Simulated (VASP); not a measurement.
A run of VASP 6.6.1 is set up as follows.

File POSCAR:

```
SiC
1.0
    3.0950000000      0.0000000000      0.0000000000
   -1.5475000000      2.6803486247      0.0000000000
    0.0000000000      0.0000000000     15.1700000000
Si C
6 6
Direct
    0.0000000000      0.0000000000      0.1250484249
    0.0000000000      0.0000000000      0.6250484249
    0.3333333333      0.6666666667      0.2918257749
    0.6666666667      0.3333333333      0.7918257749
    0.3333333333      0.6666666667      0.9583152732
    0.6666666667      0.3333333333      0.4583152732
    0.0000000000      0.0000000000     -0.0003283977
    0.0000000000      0.0000000000      0.4996716023
    0.3333333333      0.6666666667      0.1668332769
    0.6666666667      0.3333333333      0.6668332769
    0.3333333333      0.6666666667      0.8333056478
    0.6666666667      0.3333333333      0.3333056478
```

File INCAR.step1:

```
SYSTEM = SiC
PREC = Accurate
ENCUT = 520
ISMEAR = -1
SIGMA = 0.02
LREAL = .False.
LASPH = .True.
NELM = 100
NBANDS = 36
GGA = PE
ALGO = Normal
EDIFF = 1E-4
LWAVE = .True.
LCHARG = .False.
```

File INCAR.step2:

```
SYSTEM = SiC
PREC = Accurate
ENCUT = 520
EDIFF = 1E-8
ISMEAR = -1
SIGMA = 0.02
LREAL = .False.
LASPH = .True.
NELM = 100
ALGO = Normal
ISIF = 2
LWAVE = .False.
LCHARG = .False.
METAGGA = R2SCAN
LMIXTAU = .True.
LEFG = .True.
NBANDS = 36
ISTART = 1
```

File KPOINTS:

```
regular mesh
0
Gamma
  10 10 2
  0 0 0
```

Potentials or basis: VASP PAW PBE potentials, release 64 (Si, C).

Run with:

```bash
$ cat potpaw_PBE.64/Si/POTCAR potpaw_PBE.64/C/POTCAR > POTCAR
$ cp INCAR.step1 INCAR
$ mpirun -np 1 vasp_std > vasp.out
$ cp INCAR.step2 INCAR
$ mpirun -np 1 vasp_std > vasp.out
```

Q: Predict the largest force.

A: 0.008 eV/Å.

Q: Estimate the band gap on the k mesh.

A: 2.40 eV (least direct gap 3.55 eV).

Q: Estimate the pressure.

A: -3.5 GPa.

Forces on the atoms (eV/Å):
```
Si   0.000  0.000  0.008
Si   0.000  0.000  0.008
Si   0.000  0.000  0.005
Si   0.000  0.000  0.005
Si   0.000  0.000  0.000
Si   0.000  0.000  0.000
C    0.000  0.000 -0.005
C    0.000  0.000 -0.005
C    0.000  0.000 -0.002
C    0.000  0.000 -0.002
C    0.000  0.000 -0.005
C    0.000  0.000 -0.005
```

Caveat: the cell stands under tension; without QUAD_EFG the Cq values of the log hold for a quadrupole moment of 1 mb, not for the nuclei; the PAW data sets were made with another functional, which shifts forces and pressure a little. A k mesh can miss the band edges.
